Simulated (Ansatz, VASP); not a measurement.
Li3Os in VASP and in Ansatz

```
CELL_PARAMETERS angstrom
3.64788 0.00000 0.00000
0.00000 3.64788 0.00000
0.00000 0.00000 3.64788
ATOMIC_POSITIONS crystal
Li 0.00000 0.50000 0.50000
Li 0.50000 0.00000 0.50000
Li 0.50000 0.50000 0.00000
Os 0.00000 0.00000 0.00000
```

Alike in both runs: task relaxation of cell and atoms; functional PBE; k mesh 12 × 12 × 12; occupations gaussian, width 0.1 eV; no spin polarisation.

|  | VASP | Ansatz |
| --- | --- | --- |
| version | VASP 6.6.1 | Ansatz 0.2.0 |
| potentials or method | VASP PAW PBE potentials, release 64 (Li_sv, Os), cutoff 600 eV | scalar-relativistic, plane waves, PAW |
| valence electrons in the cell | 17 | 25 |

```tsv
	VASP	Ansatz	Ansatz less VASP
gap on the k mesh at the Fermi level, each at its own relaxed structure (eV)	none	none	-
relaxed volume (Å³/atom)	12.99	12.99	-0.001
relaxed cell length with the largest relative difference (Å)	3.732	3.732	-0.0001
```

A gap of «none» marks a metal or a gap that the smearing closes. VASP's potentials hold 17 valence electrons a cell and Ansatz's 25, so a difference there can come from the potentials and not from the codes.

Spin-orbit coupling is off throughout. Noted on VASP's run: the cutoff is short for stress, so the pressure is rough.
